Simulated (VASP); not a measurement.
# AlNi (P4/mmm) in VASP: notebook

The runs below take AlNi through single point, with PBEsol.

Everything below comes from runs of VASP 6.6.1. Logs are shortened: lines on timing, memory, paths and dates and some standing lists are left out, and cuts for length are marked.

### Step 1. The cell of the first run

It takes space group P4/mmm (No. 123, tetragonal). The conventional cell has a = 2.791 Å, b = 2.791 Å, c = 3.005 Å, α = 90.00°, β = 90.00°, γ = 90.00°. Within 3.3 Å of Al (site symmetry 4/mmm) lie 8 Ni at 2.48 Å and 6 Al at 2.79 to 3.01 Å. Within 3.3 Å of Ni (site symmetry 4/mmm) lie 8 Al at 2.48 Å and 6 Ni at 2.79 to 3.01 Å.

### Step 2. Single point, PBEsol (strain -0.025 along x and y, +0.050 along z)

The input, INCAR:

```
SYSTEM = AlNi
PREC = Accurate
ENCUT = 600
EDIFF = 1E-6
ISMEAR = 0
SIGMA = 0.15
LREAL = .FALSE.
LASPH = .TRUE.
NELM = 120
ALGO = Normal
ISIF = 2
LWAVE = .FALSE.
LCHARG = .FALSE.
GGA = PS
NBANDS = 14
GGA_COMPAT = .FALSE.
```

The input, KPOINTS:

```
Automatic mesh
0
G
  20 20 20
  0 0 0
```

The input, POSCAR:

```
AlNi
1.0
    2.7906114132      0.0000000000      0.0000000000
    0.0000000000      2.7906114132      0.0000000000
    0.0000000000      0.0000000000      3.0052738296
Al Ni
1 1
Direct
    0.0000000000      0.0000000000      0.0000000000
    0.5000000000      0.5000000000      0.5000000000
```

Potentials or basis: VASP PAW PBE potentials, release 64 (Al, Ni).

The run is started by

```console
$ cat potpaw_PBE.64/Al/POTCAR potpaw_PBE.64/Ni/POTCAR > POTCAR
$ mpirun -np 1 vasp_std > vasp.out
```

OUTCAR:

```text
SYSTEM = AlNi
   PREC = Accurate
   ENCUT = 600
   EDIFF = 1E-6
   ISMEAR = 0
   LREAL = .FALSE.
   LASPH = .TRUE.
   NELM = 120
   ISIF = 2
   GGA = PS

 ion  position               nearest neighbor table
   1  0.000  0.000  0.000-   2 2.48   2 2.48   2 2.48   2 2.48   2 2.48   2 2.48   2 2.48   2 2.48

   2  0.500  0.500  0.500-   1 2.48   1 2.48   1 2.48   1 2.48   1 2.48   1 2.48   1 2.48   1 2.48

  LATTYP: Found a simple tetragonal cell.
 ALAT       =     2.7906114132
 C/A-ratio  =     1.0769230769

  Lattice vectors:

 A1 = (   2.7906114132,   0.0000000000,   0.0000000000)
 A2 = (   0.0000000000,   2.7906114132,   0.0000000000)
 A3 = (   0.0000000000,   0.0000000000,   3.0052738296)

Analysis of symmetry for initial positions (statically):
=====================================================================
 Subroutine PRICEL returns:
 Original cell was already a primitive cell.

 Routine SETGRP: Setting up the symmetry group for a
 simple tetragonal supercell.

 Subroutine GETGRP returns: Found 16 space group operations
 (whereof 16 operations were pure point group operations)
 out of a pool of 16 trial point group operations.

The static configuration has the point symmetry D_4h.

Analysis of symmetry for dynamics (positions and initial velocities):
=====================================================================
 Subroutine PRICEL returns:
 Original cell was already a primitive cell.

 Routine SETGRP: Setting up the symmetry group for a
 simple tetragonal supercell.

 Subroutine GETGRP returns: Found 16 space group operations
 (whereof 16 operations were pure point group operations)
 out of a pool of 16 trial point group operations.

The dynamic configuration has the point symmetry D_4h.

 Subroutine INISYM returns: Found 16 space group operations
 (whereof 16 operations are pure point group operations),
 and found     1 'primitive' translations

----------------------------------------------------------------------------------------

                                     Primitive cell

  volume of cell :      23.4036

  direct lattice vectors                    reciprocal lattice vectors
     2.790611413  0.000000000  0.000000000     0.358344410  0.000000000  0.000000000
     0.000000000  2.790611413  0.000000000     0.000000000  0.358344410  0.000000000
     0.000000000  0.000000000  3.005273830     0.000000000  0.000000000  0.332748381

  length of vectors
     2.790611413  2.790611413  3.005273830     0.358344410  0.358344410  0.332748381

  position of ions in fractional coordinates (direct lattice)
     0.000000000  0.000000000  0.000000000
     0.500000000  0.500000000  0.500000000
[... 91 lines left out ...]
   EFERMI =   0.00;   METHOD = LEGACY
   ISMEAR =     0;   SIGMA  =   0.15  broadening in eV -4-tet -1-fermi 0-gaus
   EFERMI_NEDOS =   21; number of points for ismear=-14 and -15
   IALGO  =     38    algorithm
   IMIX   =      4    mixing-type and parameters
     AMIX     =   0.40;   BMIX     =  1.00
     AMIX_MAG =   1.60;   BMIX_MAG =  1.00
  volume/ion in A,a.u.               =      11.70        78.97
  Fermi-wavevector in a.u.,A,eV,Ry     =   1.345742  2.543083 24.640430  1.811021
  Thomas-Fermi vector in A             =   2.473630
   LORBIT       =      0    0 simple, 1 ext, 2 COOP (PROOUT), +10 PAW based schemes
   GGA     = PS    functional components
   LHFCALC =     F    Hartree Fock is set to
   AEXX    =    0.0000 exact exchange contribution
   IVDW    =     0    specifies the selected vdW correction
   LEPSILON=     F    determine dielectric tensor
   LRPA    =     F    only Hartree local field effects (RPA)
 non-spin polarized calculation
 Gauss-broadening in eV      SIGMA  =   0.15
  energy-cutoff  :      600.00
  volume of cell :       23.40
 maximum number of plane-waves:       808
 NGX is ok and might be reduce to    24
   NGX = 11   NGY = 11   NGZ = 13

 number of electron      12.9999988 magnetization

 Free energy of the ion-electron system (eV)
  ---------------------------------------------------
  ext. energy  EPLUGINS =         0.00000000
  ---------------------------------------------------
  free energy    TOTEN  =       -11.57246397 eV

  energy without entropy =      -11.56329415  energy(sigma->0) =      -11.56787906

 E-fermi :  10.1883     XC(G=0): -12.2710

 val. band max:       10.1862057841   @ k =   0.4000   0.2500   0.1500
 cond. band min:      10.1916608928   @ k =   0.3500   0.0500   0.0500
 fundamental gap:      0.0054551087
 Fermi energy:        10.1882978128

 k-point     1 :       0.0000    0.0000    0.0000
  band No.  band energies     occupation
      1      -1.1110      2.00000
      2       6.7887      2.00000
      3       6.8681      2.00000
      4       8.5401      2.00000
      5       8.5401      2.00000
      6       8.7396      2.00000
      7      14.0692      0.00000
      8      16.6884      0.00000
      9      16.6884      0.00000
     10      17.8669      0.00000
     11      18.6910      0.00000
     12      24.5378      0.00000
     13      30.8460      0.00000
     14      30.8460      0.00000
[... 377 lines left out ...]
      1      -0.1412      2.00000
      2       6.8258      2.00000
      3       7.0138      2.00000
      4       8.1649      2.00000
      5       8.3646      2.00000
      6       8.4823      2.00000
      7      12.5558      0.00000
      8      15.3873      0.00000
      9      15.7053      0.00000
     10      18.7603      0.00000
     11      22.9410      0.00000
     12      26.2865      0.00000
     13      26.2908      0.00000
     14      28.1012      0.00000

 [... further k-points ...]

------------------------ aborting loop because EDIFF is reached ----------------------------------------

  FORCE on cell =-STRESS in cart. coord.  units (eV):
  Direction    XX          YY          ZZ          XY          YZ          ZX
  --------------------------------------------------------------------------------------
  -------------------------------------------------------------------------------------
  Total        0.3207089      0.3207089     -0.3626374      0.0000000     -0.0000000      0.0000000
  in kB       21.9552742     21.9552742    -24.8256396      0.0000000     -0.0000000      0.0000000
  external PRESSURE =       6.3616363 kB  Pullay stress =       0.0000000 kB

 VOLUME and BASIS-vectors are now :
 -----------------------------------------------------------------------------
  energy-cutoff  :      600.00
  volume of cell :       23.40
      direct lattice vectors                 reciprocal lattice vectors
     2.790611413  0.000000000  0.000000000     0.358344410  0.000000000  0.000000000
     0.000000000  2.790611413  0.000000000     0.000000000  0.358344410  0.000000000
     0.000000000  0.000000000  3.005273830     0.000000000  0.000000000  0.332748381

 POSITION                                       TOTAL-FORCE (eV/Angst)
 -----------------------------------------------------------------------------------
      0.00000      0.00000      0.00000         0.000000      0.000000      0.000000
      1.39531      1.39531      1.50264         0.000000      0.000000      0.000000
 -----------------------------------------------------------------------------------
    total drift:                                0.000000      0.000000     -0.000000

  FREE ENERGIE OF THE ION-ELECTRON SYSTEM (eV)
  ---------------------------------------------------
  free  energy   TOTEN  =       -11.5724639682 eV

  energy  without entropy=      -11.5632941487  energy(sigma->0) =      -11.56787906
```

OSZICAR:

```text
N       E                     dE             d eps       ncg     rms          rms(c)
DAV:   1     0.437811968963E+02    0.43781E+02   -0.59818E+03 20566   0.110E+03
DAV:   2    -0.112392497311E+02   -0.55020E+02   -0.49797E+02 21744   0.195E+02
DAV:   3    -0.132232837017E+02   -0.19840E+01   -0.19620E+01 25686   0.398E+01
DAV:   4    -0.132496465621E+02   -0.26363E-01   -0.26354E-01 24132   0.418E+00
DAV:   5    -0.132504067674E+02   -0.76021E-03   -0.76019E-03 26256   0.777E-01    0.130E+01
DAV:   6    -0.153997077608E+02   -0.21493E+01   -0.52001E+01 23850   0.103E+02    0.166E+01
DAV:   7    -0.116089377057E+02    0.37908E+01   -0.15004E+01 24294   0.604E+01    0.118E+00
DAV:   8    -0.115878453367E+02    0.21092E-01   -0.34169E-01 25702   0.641E+00    0.101E+00
DAV:   9    -0.115729157093E+02    0.14930E-01   -0.44704E-02 26310   0.271E+00    0.221E-01
DAV:  10    -0.115724686656E+02    0.44704E-03   -0.18505E-03 28186   0.585E-01    0.844E-02
DAV:  11    -0.115724649256E+02    0.37400E-05   -0.60136E-05 26128   0.712E-02    0.148E-02
DAV:  12    -0.115724639682E+02    0.95738E-06   -0.41595E-06 23722   0.279E-02
   1 F= -.11572464E+02 E0= -.11567879E+02  d E =-.916982E-02
```

Wall time 2.8 min (1 thread of Intel Xeon 8259CL, shared host); peak memory 0.4 GiB.

Results:

```
Free energy            : -11.5725 eV
Pressure               : 0.6 GPa
Band gap on the k mesh : zero (an odd number of electrons rules out a gap without spin polarisation)
```

Caveat: the cell differs from its parent crystal (strain -0.025 along x and y, +0.050 along z); the PAW data sets were made with another functional, which shifts forces and pressure a little.

(Continued in part 2 of 2.)
